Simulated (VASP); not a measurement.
Write the native input for VASP 6.6.1 that does the following.

```yaml
Task: single point
Functional: PBE
Potentials_or_basis: VASP PAW PBE potentials, release 64 (Al)
Cutoff: 520 eV
k_mesh: 12 × 12 × 12
Occupations: methfessel-paxton, width 0.1 eV
Spin: no spin polarisation
Dipole_correction: no
Further_INCAR_settings: ALGO = Normal; EDIFF = 1e-06; NBANDS = 8
```

The structure of Al lies in POSCAR:

```
Al
1.0
    0.0000000000      2.0077939854      2.0077939854
    2.0077939854      0.0000000000      2.0077939854
    2.0077939854      2.0077939854      0.0000000000
Al
1
Direct
    0.0000000000      0.0000000000      0.0000000000
```

These files were run (other wordings do the same):

INCAR

```
ALGO = Normal ; EDIFF = 1E-6
ENCUT = 520 ; GGA = PE
ISIF = 2 ; ISMEAR = 1
LASPH = True ; LCHARG = False
LREAL = False ; LWAVE = False
NBANDS = 8 ; NELM = 80
PREC = Accurate ; SIGMA = 0.1
```

KPOINTS

```
k-points
0
Gamma
  12 12 12
```

Potentials or basis: VASP PAW PBE potentials, release 64 (Al).

Command:

```bash
$ cat potpaw_PBE.64/Al/POTCAR > POTCAR
$ mpirun -np 1 vasp_std > vasp.out
```

It gave:

```yaml
Pressure: 1.8 GPa
```

Run time: 5.2 s on 1 thread of Intel(R) Xeon(R) Platinum 8259CL CPU @ 2.50GHz (Skylake/Cascade Lake), on a shared host, peak memory 0.13 GiB.
